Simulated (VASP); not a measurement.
Input of a VASP 6.6.1 run:

INCAR

```
SYSTEM = Te2Mo
ALGO     = Normal         ! electronic algorithm
EDIFF    = 1E-7           ! SCF threshold, eV
ENCUT    = 520            ! plane-wave cutoff, eV
GGA      = CA             ! functional
ISIF     = 2              ! what is computed and relaxed
ISMEAR   = 0              ! smearing method
LASPH    = .True.         ! aspherical terms in the spheres
LCHARG   = .True.         ! write CHGCAR
LELF     = .True.         ! ELF
LREAL    = .False.        ! projectors in reciprocal space
LVHAR    = .True.       
LWAVE    = .False.        ! write WAVECAR
NBANDS   = 49             ! bands
NELM     = 100            ! most SCF steps
PREC     = Accurate       ! precision mode
SIGMA    = 0.05           ! smearing width, eV
```

The input KPOINTS:

```
k-points
0
Gamma
  12 12 1
  0 0 0
```

File POSCAR:

```
Te2Mo
1.0
    3.4709964735      0.0000000000      0.0000000000
   -1.7354982368      3.0059711225      0.0000000000
    0.0000000000      0.0000000000     31.7168630691
Te Mo
6 3
Direct
    0.0000000000      0.0000000000      0.9405159683
    0.3333333333      0.6666666667      0.7128929968
    0.3333333333      0.6666666667      0.1682534351
    0.3333333333      0.6666666667      0.8317465649
    0.3333333333      0.6666666667      0.2871070032
    0.0000000000      0.0000000000      0.0594840317
    0.0000000000      0.0000000000      0.7722229666
    0.0000000000      0.0000000000      0.2277770334
    0.3333333333      0.6666666667      0.0000000000
```

Potentials or basis: VASP PAW LDA potentials, release 64 (Te, Mo_sv).

Launch:

```bash
$ cat potpaw_LDA.64/Te/POTCAR potpaw_LDA.64/Mo_sv/POTCAR > POTCAR
$ mpirun -np 1 vasp_std > vasp.out
```

**Question.** Predict the largest force.

**Answer.** 1.109 eV/Å.

**Question.** Predict the band gap on the k mesh.

**Answer.** 0.76 eV (least direct gap 1.12 eV).

Forces in eV/Å, atoms in the order of the input:
```
Te   0.000  0.000  1.032
Te   0.000  0.000  1.109
Te   0.000  0.000  1.032
Te   0.000  0.000 -1.032
Te   0.000  0.000 -1.109
Te   0.000  0.000 -1.032
Mo   0.000  0.000  0.004
Mo   0.000  0.000 -0.004
Mo   0.000  0.000  0.000
```

Caveat: the cell differs from its parent crystal (strain +0.000 along x and y, +0.050 along z); there is no dipole correction, which matters where the two faces differ; semilocal functionals underestimate gaps, and a narrow one can read as zero; spin-orbit coupling is left out, which moves the levels of the heavy elements.
